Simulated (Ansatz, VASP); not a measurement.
**Two plane-wave programs on SrLi2Sb2**

Contents of INCAR:

```
PREC = Accurate
ENCUT = 520
EDIFF = 1E-7
ISMEAR = 1
SIGMA = 0.1093
LREAL = False
LASPH = True
NELM = 80
ALGO = Normal
ISIF = 2
LWAVE = False
LCHARG = False
GGA = PE
NBANDS = 21
```

KPOINTS

```
Automatic mesh
0
Gamma
  9 9 5
```

POSCAR

```
SrLi2Sb2
1.0
    2.1934810000      3.7992180000      0.0000000000
   -2.1934810000      3.7992180000      0.0000000000
    0.0000000000      0.0000000000      7.2870720000
Sr Li Sb
1 2 2
Direct
    0.0000000000      0.0000000000      0.0000000000
    0.3333000000      0.3334000000      0.6308000000
    0.6667000000      0.6666000000      0.3692000000
    0.3333000000      0.3334000000      0.2508000000
    0.6667000000      0.6666000000      0.7492000000
```

Input for Ansatz:

```yaml
crystal:
  lattice:
    - [2.193481, 3.799218, 0.0]
    - [-2.193481, 3.799218, 0.0]
    - [0.0, 0.0, 7.287072]
  atoms:
    - { symbol: Sr, position: [0.0, 0.0, 0.0] }
    - { symbol: Li, position: [0.3333, 0.3334, 0.6308] }
    - { symbol: Li, position: [0.6667, 0.6666, 0.3692] }
    - { symbol: Sb, position: [0.3333, 0.3334, 0.2508] }
    - { symbol: Sb, position: [0.6667, 0.6666, 0.7492] }
  symmetry: { tolerance: 0.0003 }
kpoints:
  mp_grid: { grid: [9, 9, 5], shift: [0, 0, 0] }
  band_path:
    path:
      - [0.0, 0.0, 0.0]
      - [0.49999994, 0.50000002, 0.0]
      - [0.33333329, 0.66666675, 0.0]
      - [0.0, 0.0, 0.0]
      - [0.0, 0.0, 0.5]
      - [0.49999994, 0.50000002, 0.5]
      - [0.33333329, 0.66666675, 0.5]
      - [0.0, 0.0, 0.5]
      - [0.49999994, 0.50000002, 0.5]
      - [0.49999994, 0.50000002, 0.0]
      - [0.33333329, 0.66666675, 0.5]
    npoints: 6
magnetization:
  spin_polarized: false
scf:
  occupations: { method: cold, width: 0.1093 }
  lower_state_search: "off"
  max_iter: 200
hamiltonian:
  pseudopotentials: { kind: paw }
  xc: pbe
basis:
  ecutwfc: 420
  fft_grid_basis: typed
output:
  forces: true
  stress: true
  eigenvalues: true
  bader: true
  populations: true
  elf: true
  write_potential: true
  volumetric_format: npy
  dos:
    e_range: [-12, 8]
    de: 0.05
    projected: { site_lists: { Li: [Li], Sb: [Sb], Sr: [Sr] } }
checkpoint:
  read: saved_state
```

Alike in both runs: task single point; functional PBE; k mesh 9 × 9 × 5; no spin polarisation.

```csv
,VASP,Ansatz
version,VASP 6.6.1,Ansatz 0.2.0
potentials or method,"VASP PAW PBE potentials, release 64 (Sr_sv, Li_sv, Sb), cutoff 520 eV",PAW plane waves
occupations,"methfessel-paxton of order 1, width 0.1093 eV","cold, width 0.1093 eV"
valence electrons in the cell,26,46
```

|  | VASP | Ansatz | Ansatz less VASP |
| --- | --- | --- | --- |
| rms of the force components (eV/Å) | 0.261 | 0.262 | +0.0015 |

Atom by atom the forces differ by 0.002 eV/Å (rms over components). VASP's potentials hold 26 valence electrons a cell and Ansatz's 46, so a difference there can come from the potentials and not from the codes. Ansatz's warnings: structure snapped to symmetry.

Spin-orbit coupling is off throughout. Noted on VASP's run: the cutoff is short for stress, so the pressure is rough.
